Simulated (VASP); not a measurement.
# GaC18 in VASP: single point with PBE

Aim: the single point of GaC18 with PBE.

All numbers are computed with VASP 6.6.1; they aren't measurements. Logs are shortened: lines on timing, memory, paths and dates and some standing lists are left out, and cuts for length are marked.

## 1. The cell of the first run

The cell holds a slab with vacuum, 19 atoms: a = 7.398 Å, b = 7.398 Å, c = 13.000 Å, α = 90.00°, β = 90.00°, γ = 120.00°.

## 2. Single point, PBE, collinear spin, zero start

INCAR

```
  PREC = Accurate
  ENCUT = 520
  EDIFF = 1E-6
  ISMEAR = -1
  SIGMA = 0.02
  LREAL = Auto
  LASPH = True
  NELM = 150
  ALGO = Normal
  ISIF = 2
  LWAVE = False
  LCHARG = False
  ISPIN = 2
  MAGMOM = 0 0 0 0 0 0 0 0 0 0 0 0 0 0 0 0 0 0 0
  LORBIT = 11
  GGA = PE
  NBANDS = 62
```

KPOINTS

```
regular mesh
0
Gamma
  2 2 1
```

POSCAR

```
GaC18
1.0
    7.3980000000      0.0000000000      0.0000000000
   -3.6990000000      6.4068560000      0.0000000000
    0.0000000000      0.0000000000     13.0000000000
C Ga
18 1
Direct
   -0.0038417497     -0.0081628181      0.0761306154
    0.2179649496      0.1023205454      0.0762176923
   -0.0045120944      0.3247984659      0.0762160000
    0.2172948181      0.4352819854      0.0761328462
   -0.0040743824      0.6578231195      0.0763038462
    0.2175271233      0.7692962039      0.0762961538
    0.3288879371     -0.0086012547      0.0760277692
    0.5509892295      0.1027586698      0.0762983077
    0.3284485458      0.3241271538      0.0761257692
    0.5505587136      0.4343372163      0.0760426923
    0.3275043931      0.6573918627      0.0760391538
    0.5506621253      0.7696246021      0.0744531538
    0.6628944691     -0.0072183611      0.0760394615
    0.8850047720      0.1029917014      0.0761293077
    0.6624633763      0.3243606536      0.0762983846
    0.8845651522      0.4357207342      0.0760246154
    0.6627909012      0.6574939409      0.0744560000
    0.8859488314      0.7697276168      0.0760400769
    0.6066915320      0.7135723044      0.2481133077
```

Potentials or basis: VASP PAW PBE potentials, release 64 (C, Ga_d).

On the command line:

```
$ cat potpaw_PBE.64/C/POTCAR potpaw_PBE.64/Ga_d/POTCAR > POTCAR
$ mpirun -np 1 vasp_std > vasp.out
```

OUTCAR:

```text
PREC = Accurate
   ENCUT = 520
   EDIFF = 1E-6
   ISMEAR = -1
   LREAL = Auto
   LASPH = True
   NELM = 150
   ISIF = 2
   ISPIN = 2
   LORBIT = 11
   GGA = PE

 ion  position               nearest neighbor table
   1  0.996  0.992  0.076-   2 1.42  18 1.42  14 1.42
   2  0.218  0.102  0.076-   9 1.42   1 1.42   7 1.42
   3  0.995  0.325  0.076-  14 1.42   4 1.42  16 1.42
   4  0.217  0.435  0.076-   3 1.42  11 1.42   9 1.42
   5  0.996  0.658  0.076-   6 1.42  18 1.42  16 1.42
   6  0.218  0.769  0.076-   5 1.42  11 1.42   7 1.42
   7  0.329  0.991  0.076-   2 1.42   8 1.42   6 1.42
   8  0.551  0.103  0.076-  15 1.42  13 1.42   7 1.42
   9  0.328  0.324  0.076-   2 1.42  10 1.42   4 1.42
  10  0.551  0.434  0.076-  15 1.42   9 1.42  17 1.43
  11  0.328  0.657  0.076-   6 1.42   4 1.42  12 1.43
  12  0.551  0.770  0.074-  13 1.43  11 1.43  17 1.44  19 2.37
  13  0.663  0.993  0.076-   8 1.42  14 1.42  12 1.43
  14  0.885  0.103  0.076-   3 1.42  13 1.42   1 1.42
  15  0.662  0.324  0.076-   8 1.42  10 1.42  16 1.42
  16  0.885  0.436  0.076-   3 1.42  15 1.42   5 1.42
  17  0.663  0.657  0.074-  10 1.43  18 1.43  12 1.44  19 2.37
  18  0.886  0.770  0.076-   5 1.42   1 1.42  17 1.43
  19  0.607  0.714  0.248-  12 2.37  17 2.37

  LATTYP: Found a hexagonal cell.
 ALAT       =     7.3980000000
 C/A-ratio  =     1.7572316842

  Lattice vectors:

 A1 = (   7.3980000000,   0.0000000000,   0.0000000000)
 A2 = (  -3.6990000000,   6.4068560000,   0.0000000000)
 A3 = (   0.0000000000,   0.0000000000,  13.0000000000)

Analysis of symmetry for initial positions (statically):
=====================================================================
 Subroutine PRICEL returns:
 Original cell was already a primitive cell.

 Routine SETGRP: Setting up the symmetry group for a
 hexagonal supercell.

 Subroutine GETGRP returns: Found  1 space group operations
 (whereof  1 operations were pure point group operations)
 out of a pool of 24 trial point group operations.

The static configuration has the point symmetry C_1 .

Analysis of symmetry for dynamics (positions and initial velocities):
=====================================================================
 Subroutine PRICEL returns:
 Original cell was already a primitive cell.

 Routine SETGRP: Setting up the symmetry group for a
 hexagonal supercell.

 Subroutine GETGRP returns: Found  1 space group operations
 (whereof  1 operations were pure point group operations)
 out of a pool of 24 trial point group operations.

The dynamic configuration has the point symmetry C_1 .

Analysis of structural, dynamic, and magnetic symmetry:
=====================================================================
 Subroutine PRICEL returns:
 Original cell was already a primitive cell.

 Routine SETGRP: Setting up the symmetry group for a
 hexagonal supercell.

 Subroutine GETGRP returns: Found  1 space group operations
 (whereof  1 operations were pure point group operations)
 out of a pool of 24 trial point group operations.

The overall configuration has the point symmetry C_1 .

 Subroutine INISYM returns: Found  1 space group operations
 (whereof  1 operations are pure point group operations),
 and found     1 'primitive' translations

----------------------------------------------------------------------------------------

                                     Primitive cell

  volume of cell :     616.1730

  direct lattice vectors                    reciprocal lattice vectors
     7.398000000  0.000000000  0.000000000     0.135171668  0.078041398  0.000000000
    -3.699000000  6.406856000  0.000000000     0.000000000  0.156082796  0.000000000
     0.000000000  0.000000000 13.000000000     0.000000000  0.000000000  0.076923077

  length of vectors
     7.398000000  7.398000054 13.000000000     0.156082797  0.156082796  0.076923077

  position of ions in fractional coordinates (direct lattice)
     0.996158250  0.991837182  0.076130615
     0.217964950  0.102320545  0.076217692
     0.995487906  0.324798466  0.076216000
     0.217294818  0.435281985  0.076132846
     0.995925618  0.657823120  0.076303846
     0.217527123  0.769296204  0.076296154
[... 11 lines left out ...]
     0.885948831  0.769727617  0.076040077
     0.606691532  0.713572304  0.248113308

  ion indices of the primitive-cell ions
[... 58 lines left out ...]
   ions per type =              18   1
   NGX,Y,Z   is equivalent  to a cutoff of  12.58, 12.58, 12.53 a.u.
   NGXF,Y,Z  is equivalent  to a cutoff of  25.17, 25.17, 25.06 a.u.
 SYSTEM =  unknown system
   PREC   = accura    normal or accurate (medium, high low for compatibility)
   ISTART =      0    job   : 0-new  1-cont  2-samecut
   ICHARG =      2    charge: 1-file 2-atom 10-const
   ISPIN  =      2    spin polarized calculation?
   LNONCOLLINEAR =      F non collinear calculations
   LSORBIT =      F    spin-orbit coupling
   LASPH  =      T    aspherical Exc in radial PAW
   ENCUT  =  520.0 eV  38.22 Ry    6.18 a.u.  13.76 13.76 24.17*2*pi/ulx,y,z
   NELM   =    150;   NELMIN=  2; NELMDL= -5     # of ELM steps
   EDIFF  = 0.1E-05   stopping-criterion for ELM
   LREAL  =      T    real-space projection
   EDIFFG = 0.1E-04   stopping-criterion for IOM
   NSW    =      0    number of steps for IOM
   IBRION =     -1    ionic relax: 0-MD 1-quasi-New 2-CG
   NFREE  =      0    steps in history (QN), initial steepest desc. (CG)
   ISIF   =      2    stress and relaxation
   ISYM   =      2    0-nonsym 1-usesym 2-fastsym
   POTIM  = 0.5000    time-step for ionic-motion
   TEBEG  =    0.0;   TEEND  =   0.0 temperature during run
   PSTRESS=    0.0 pullay stress
   NELECT =      85.0000    total number of electrons
   NUPDOWN=      -1.0000    fix difference up-down
   EMIN   =  10.00;   EMAX   =-10.00  energy-range for DOS
   EFERMI =   0.00;   METHOD = LEGACY
   ISMEAR =    -1;   SIGMA  =   0.02  broadening in eV -4-tet -1-fermi 0-gaus
   EFERMI_NEDOS =   21; number of points for ismear=-14 and -15
   IALGO  =     38    algorithm
   IMIX   =      4    mixing-type and parameters
     AMIX     =   0.40;   BMIX     =  1.00
     AMIX_MAG =   1.60;   BMIX_MAG =  1.00
  volume/ion in A,a.u.               =      32.43       218.85
  Fermi-wavevector in a.u.,A,eV,Ry     =   0.845889  1.598499  9.735362  0.715529
  Thomas-Fermi vector in A             =   1.961149
   LORBIT       =     11    0 simple, 1 ext, 2 COOP (PROOUT), +10 PAW based schemes
   GGA     = PE    functional components
   LHFCALC =     F    Hartree Fock is set to
   AEXX    =    0.0000 exact exchange contribution
   IVDW    =     0    specifies the selected vdW correction
   LEPSILON=     F    determine dielectric tensor
   LRPA    =     F    only Hartree local field effects (RPA)
 spin polarized calculation
  energy-cutoff  :      520.00
  volume of cell :      616.17
 maximum number of plane-waves:     16651
 NGX is ok and might be reduce to    56
   NGX = 27   NGY = 27   NGZ = 49

 number of electron      85.0000005 magnetization      -0.0000000

 number of electron      85.0000005 magnetization       0.0000000

 Free energy of the ion-electron system (eV)
  ---------------------------------------------------
  ext. energy  EPLUGINS =         0.00000000
  ---------------------------------------------------
  free energy    TOTEN  =      -167.20817192 eV

  energy without entropy =     -167.20817192  energy(sigma->0) =     -167.20817192

 E-fermi :  -0.8028     XC(G=0):  -3.8339

 val. band max:       -1.2242552696   @ k =   0.0000   0.0000   0.0000
 cond. band min:      -0.3774024452   @ k =   0.0000   0.5000   0.0000
 fundamental gap:      0.8468528243
 Fermi energy:        -0.8028307182

 spin component 1

 k-point     1 :       0.0000    0.0000    0.0000
  band No.  band energies     occupation
      1     -20.7445      1.00000
      2     -18.4296      1.00000
      3     -18.1940      1.00000
      4     -18.1452      1.00000
      5     -18.0627      1.00000
      6     -18.0290      1.00000
[... 217 lines left out ...]
     53       3.5138      0.00000
     54       3.5761      0.00000
 Fermi energy:        -0.8028307182

 spin component 2

 k-point     1 :       0.0000    0.0000    0.0000
  band No.  band energies     occupation
      1     -20.7445      1.00000
      2     -18.4296      1.00000
      3     -18.1940      1.00000
      4     -18.1452      1.00000
      5     -18.0627      1.00000
      6     -18.0290      1.00000
[... 217 lines left out ...]
     53       3.5138      0.00000
     54       3.5760      0.00000
 [bands above 54 left out]

------------------------ aborting loop because EDIFF is reached ----------------------------------------

  FORCE on cell =-STRESS in cart. coord.  units (eV):
  Direction    XX          YY          ZZ          XY          YZ          ZX
  --------------------------------------------------------------------------------------
  -------------------------------------------------------------------------------------
  Total        5.1403722      5.2597392      0.0182098      0.1025591      0.0017652      0.0011184
  in kB       13.3660322     13.6764112      0.0473492      0.2666748      0.0045899      0.0029081
  external PRESSURE =       9.0299309 kB  Pullay stress =       0.0000000 kB

 VOLUME and BASIS-vectors are now :
 -----------------------------------------------------------------------------
  energy-cutoff  :      520.00
  volume of cell :      616.17
      direct lattice vectors                 reciprocal lattice vectors
     7.398000000  0.000000000  0.000000000     0.135171668  0.078041398  0.000000000
    -3.699000000  6.406856000  0.000000000     0.000000000  0.156082796  0.000000000
     0.000000000  0.000000000 13.000000000     0.000000000  0.000000000  0.076923077

 POSITION                                       TOTAL-FORCE (eV/Angst)
 -----------------------------------------------------------------------------------
      3.70077      6.35456      0.98970        -0.004431     -0.000793      0.001528
      1.23402      0.65555      0.99083        -0.003079     -0.001574     -0.002776
      6.16319      2.08094      0.99081        -0.004588      0.000602     -0.001861
     -0.00256      2.78879      0.98973         0.002806     -0.003029      0.000710
      4.93457      4.21458      0.99195         0.006326     -0.000023      0.004355
     -1.23636      4.92877      0.99185        -0.002994      0.004610      0.007998
[... 11 lines left out ...]
      3.70703      4.93153      0.98852         0.000852      0.003457     -0.002664
      1.84880      4.57175      3.22547         0.000354      0.000563      0.054315
 -----------------------------------------------------------------------------------
    total drift:                               -0.005951     -0.004817      0.003588

  FREE ENERGIE OF THE ION-ELECTRON SYSTEM (eV)
  ---------------------------------------------------
  free  energy   TOTEN  =      -167.2081719161 eV

  energy  without entropy=     -167.2081719156  energy(sigma->0) =     -167.20817192

 total charge

# of ion       s       p       d       tot
------------------------------------------
    1        0.861   1.794   0.000   2.655
    2        0.861   1.799   0.000   2.660
    3        0.861   1.799   0.000   2.660
    4        0.861   1.794   0.000   2.655
    5        0.861   1.798   0.000   2.659
    6        0.861   1.798   0.000   2.659
[... 11 lines left out ...]
   18        0.861   1.791   0.000   2.652
   19        1.218   0.245   9.945  11.409
--------------------------------------------------
tot         16.718  32.540   9.945  59.203

 magnetization (x)

# of ion       s       p       d       tot
------------------------------------------
    1        0.000   0.000   0.000   0.000
    2       -0.000   0.000   0.000   0.000
    3        0.000   0.000   0.000   0.000
    4       -0.000  -0.000   0.000  -0.000
    5       -0.000  -0.000   0.000  -0.000
    6       -0.000  -0.000   0.000  -0.000
[... 11 lines left out ...]
   18        0.000   0.000   0.000   0.000
   19        0.000   0.000   0.000   0.000
--------------------------------------------------
tot          0.000   0.000   0.000   0.000
```

Run time: 8.9 min. Hardware: 1 thread of Intel Xeon 6975P-C (Granite Rapids), shared host; peak memory 0.93 GiB.

What came out:

```
Free energy                                           : -167.2082 eV
Largest force                                         : 0.054 eV/Å
Net moment                                            : 0.00 μB per cell
Valence electrons inside the program's atomic spheres : C 2.65, 2.66 (each value once); Ga 11.41
```

Forces in eV/Å, atoms in the order of the input:
```
C   -0.004 -0.001  0.002
C   -0.003 -0.002 -0.003
C   -0.005  0.001 -0.002
C    0.003 -0.003  0.001
C    0.006  0.000  0.004
C   -0.003  0.005  0.008
C    0.005 -0.001 -0.010
C   -0.001  0.008  0.005
C   -0.001  0.000  0.002
C   -0.004 -0.002 -0.006
C    0.000 -0.006 -0.004
C   -0.010  0.004 -0.021
C    0.003  0.002 -0.003
C   -0.002 -0.005  0.001
C    0.007  0.000  0.007
C   -0.003  0.003 -0.008
C    0.010 -0.007 -0.023
C    0.001  0.003 -0.003
Ga   0.000  0.001  0.054
```

Caveat: the k points lie up to 0.49 Å⁻¹ apart; there is no dipole correction, which matters where the two faces differ; no moment was typed at the start, so none could form.
